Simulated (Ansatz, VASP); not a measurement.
**One calculation of Bi, two programs**

```
CELL_PARAMETERS angstrom
4.55800 0.00000 0.00000
-2.27900 3.94734 0.00000
0.00000 0.00000 28.00000
ATOMIC_POSITIONS crystal
Bi 0.33333 0.66667 0.51320
Bi 0.66667 0.33333 0.48680
```

Alike in both runs: task single point; functional PBE; k mesh 9 × 9 × 1; occupations gaussian, width 0.02 eV; no spin polarisation.

|  | VASP | Ansatz |
| --- | --- | --- |
| version | VASP 6.6.1 | Ansatz 0.2.0 |
| potentials or method | VASP PAW PBE potentials, release 64 (Bi_d), cutoff 520 eV | scalar-relativistic, plane waves, PAW |
| valence electrons in the cell | 30 | 30 |

```tsv
	VASP	Ansatz	Ansatz less VASP
gap on the k mesh at the Fermi level (eV)	none	none	-
rms of the force components (eV/Å)	1.482	1.489	+0.0069
```

Atom by atom the forces differ by 0.007 eV/Å (rms over components). A gap of «none» marks a metal or a gap that the smearing closes. The functional is the same, so the differences come from potentials, cutoffs and numerics.

Spin-orbit coupling is off throughout.
